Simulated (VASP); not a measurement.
**Rh: single point with PBE**

The system is Rh.

```
Rh
1.0
     4.33874    0.00000    0.00000
    -2.16937    3.75746    0.00000
     0.00000    0.00000    2.66256
Rh
3
Direct
  0.00000 0.00000 0.00000
  0.33333 0.66667 0.50000
  0.66667 0.33333 0.50000
```

This isn't the form of Rh at room conditions, which is fcc.

```
Program                : VASP 6.6.1
Task                   : single point
Functional             : PBE
Potentials or basis    : VASP PAW PBE potentials, release 64 (Rh_pv)
Cutoff                 : 520 eV
k mesh                 : 9 × 9 × 12
Occupations            : fermi-dirac, width 0.1 eV
Spin                   : no spin polarisation
Dipole correction      : no
Further INCAR settings : ALGO = Normal; EDIFF = 1e-07; NBANDS = 30
```

* Pressure: 0.0 GPa
* Band gap on the k mesh: zero (an odd number of electrons rules out a gap without spin polarisation)

Stress tensor (GPa, compression positive):
```
 0.07  0.00  0.00
 0.00  0.07  0.00
 0.00  0.00 -0.01
```

Levels at points of the mesh, in eV from the Fermi level:
```
           k point  band 20  band 21  band 22  band 23  band 24  band 25  band 26  band 27
(0.00, 0.00, 0.00)    -1.57    -1.57    -1.49    -1.49     0.73     0.73     8.25     8.25
(0.00, 0.00, 0.50)    -0.05    -0.05     0.34     0.34     1.46     2.70     3.52     9.55
```

Wall time 100 s on 1 thread of AMD EPYC 9R45 (Zen 5), with other jobs on the host, peak memory 0.17 GiB.
